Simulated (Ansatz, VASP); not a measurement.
One calculation of SnRu, two programs

```
Sn Ru
1.0
     3.24727    0.00000    0.00000
    -1.62364    2.81222    0.00000
     0.00000    0.00000    3.93385
Sn Ru
1 1
Direct
  0.66667 0.33333 0.50000
  0.33333 0.66667 0.00000
```

Alike in both runs: task relaxation of cell and atoms; functional PBE; k mesh 18 × 18 × 14; occupations gaussian, width 0.1 eV; no spin polarisation.

```csv
,VASP,Ansatz
version,VASP 6.6.1,Ansatz 0.2.0
potentials or method,"VASP PAW PBE potentials, release 64 (Sn_d, Ru_pv), cutoff 600 eV","scalar-relativistic, plane waves, PAW"
valence electrons in the cell,28,30
```

```tsv
	VASP	Ansatz	Ansatz less VASP
gap on the k mesh at the Fermi level, each at its own relaxed structure (eV)	none	none	-
relaxed volume (Å³/atom)	17.94	17.94	-0.001
relaxed cell length with the largest relative difference (Å)	4.006	4.005	-0.0012
```

A gap of «none» marks a metal or a gap that the smearing closes. VASP's potentials hold 28 valence electrons a cell and Ansatz's 30, so a difference there can come from the potentials and not from the codes.
